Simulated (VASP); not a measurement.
Au, 1 atom in the cell. It takes space group Fm-3m (No. 225, cubic). The conventional cell has a = 3.964 Å, b = 3.964 Å, c = 3.964 Å, α = 90.00°, β = 90.00°, γ = 90.00°. Within 3.7 Å of Au (site symmetry m-3m) lie 12 Au at 2.80 Å. 

* Program: VASP 6.6.1
* Task: single point
* Functional: PBEsol
* Potentials or basis: VASP PAW PBE potentials, release 64 (Au)
* Cutoff: 520 eV
* k mesh: 11 × 11 × 11
* Occupations: fermi-dirac, width 0.05 eV
* Spin: no spin polarisation
* Dipole correction: no
* Further INCAR settings: ALGO = Normal; EDIFF = 1e-06; NBANDS = 12

Potentials or basis: VASP PAW PBE potentials, release 64 (Au).

Command:

```console
$ cat potpaw_PBE.64/Au/POTCAR > POTCAR
$ mpirun -np 1 vasp_std > vasp.out
```

Hardware: 1 thread of AMD EPYC 9R45 96-Core Processor (Zen 5), with other jobs on the host.

Problem. How long does it take, and how much memory?

Solution. Wall time 7.3 s on 1 thread of AMD EPYC 9R45 96-Core Processor (Zen 5) (shared host), peak memory 0.11 GiB. Counts: scf iterations 11, k points 56.
